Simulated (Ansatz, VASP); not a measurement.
Hf3Ti: VASP beside Ansatz

File INCAR:

```
SYSTEM = Hf3Ti
PREC = Accurate
ENCUT = 600
EDIFF = 1E-6
ISMEAR = 0
SIGMA = 0.1
LREAL = .False.
LASPH = .True.
NELM = 100
ALGO = Normal
ISIF = 3
LWAVE = .False.
LCHARG = .False.
GGA = PE
IBRION = 2
NSW = 90
EDIFFG = -0.04
```

File KPOINTS:

```
regular mesh
0
Gamma
  4 4 4
  0 0 0
```

File POSCAR:

```
Hf3Ti
1.0
    4.1517584889      0.0000000000      0.0000000000
    0.0000000000      4.1517584889      0.0000000000
    0.0000000000      0.0000000000      4.1517584889
Hf Ti
3 1
Direct
    0.0000000000      0.5000000000      0.5000000000
    0.5000000000      0.0000000000      0.5000000000
    0.5000000000      0.5000000000      0.0000000000
    0.0000000000      0.0000000000      0.0000000000
```

Input for Ansatz:

```yaml
crystal:
  lattice:
    - [4.1517584889, 0.0, 0.0]
    - [0.0, 4.1517584889, 0.0]
    - [0.0, 0.0, 4.1517584889]
  atoms:
    - { symbol: Hf, position: [0.0, 0.5, 0.5] }
    - { symbol: Hf, position: [0.5, 0.0, 0.5] }
    - { symbol: Hf, position: [0.5, 0.5, 0.0] }
    - { symbol: Ti, position: [0.0, 0.0, 0.0] }
basis:
  ecutwfc: 420
kpoints:
  mp_grid: { grid: [4, 4, 4] }
hamiltonian:
  xc: pbe
scf:
  occupations: { method: gaussian, width: 0.1 }
  lower_state_search: "off"
output:
  forces: true
  stress: true
  eigenvalues: true
relax:
  adjacent_minimum: "off"
  f_tol: 0.04
  max_steps: 70
  cell: { stress_tol: 0.4 }
```

Alike in both runs: task relaxation of cell and atoms; functional PBE; k mesh 4 × 4 × 4; occupations gaussian, width 0.1 eV; no spin polarisation.

|  | VASP | Ansatz |
| --- | --- | --- |
| version | VASP 6.6.1 | Ansatz 0.2.0 |
| potentials or method | VASP PAW PBE potentials, release 64 (Hf_pv, Ti_sv), cutoff 600 eV | scalar-relativistic, plane waves, PAW |
| valence electrons in the cell | 42 | 90 |

|  | VASP | Ansatz | Ansatz less VASP |
| --- | --- | --- | --- |
| gap on the k mesh at the Fermi level, each at its own relaxed structure (eV) | none | none | - |
| relaxed volume (Å³/atom) | 21.27 | 21.32 | +0.046 |
| relaxed cell length with the largest relative difference (Å) | 4.398 | 4.402 | +0.0032 |

A gap of «none» marks a metal or a gap that the smearing closes. VASP's potentials hold 42 valence electrons a cell and Ansatz's 90, so a difference there can come from the potentials and not from the codes. Ansatz's warnings: bands unlocked at the loops exit, eigensolver not converged.

The k mesh is coarse, so the values compare programs but aren't converged. Spin-orbit coupling is off throughout. Noted on VASP's run: the volume moved by over 15 % at a fixed basis, so the end points are rough.
